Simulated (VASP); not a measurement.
**WS2: single point with PBE**

The system is WS2, a slab with vacuum.

```
W S
1.0
     3.18352    0.00000    0.00000
    -1.59176    2.75701    0.00000
     0.00000    0.00000   16.95058
W S
1 2
Direct
  0.00000 0.00000 0.00000
  0.33333 0.66667 0.09200
  0.33333 0.66667 0.90800
```

```
Program             : VASP 6.6.1
Task                : single point
Functional          : PBE
Potentials or basis : VASP PAW PBE potentials, release 64 (W_sv, S)
Cutoff              : 520 eV
k mesh              : 10 × 10 × 2
Occupations         : gaussian, width 0.022 eV
Spin                : no spin polarisation
```

- Largest force: 0.263 eV/Å
- Band gap on the k mesh: 2.00 eV, indirect (least direct gap 2.16 eV)

Forces on the atoms (eV/Å):
```
W    0.000  0.000  0.000
S    0.000  0.000  0.263
S    0.000  0.000 -0.263
```

Levels at points of the mesh, in eV from the valence-band top:
| k point | band 10 | band 11 | band 12 | band 13 | band 14 | band 15 | band 16 | band 17 |
| --- | --- | --- | --- | --- | --- | --- | --- | --- |
| (0.00, 0.00, 0.00) | -2.08 | -1.65 | -1.65 | 0.00 | 2.90 | 2.90 | 3.08 | 3.08 |
| (0.50, 0.00, 0.00) | -3.44 | -2.11 | -1.30 | -0.92 | 2.85 | 3.32 | 4.09 | 4.78 |
| (0.00, 0.00, 0.50) | -2.08 | -1.65 | -1.65 | 0.00 | 2.90 | 2.90 | 3.08 | 3.08 |
| (0.50, 0.00, 0.50) | -3.44 | -2.11 | -1.30 | -0.92 | 2.85 | 3.32 | 4.09 | 4.78 |

It took 63 s on 1 thread of Intel(R) Xeon(R) 6975P-C (Granite Rapids), on a shared host, peak memory 0.28 GiB.

Caveat: spin-orbit coupling is left out, which moves the levels of the heavy elements.
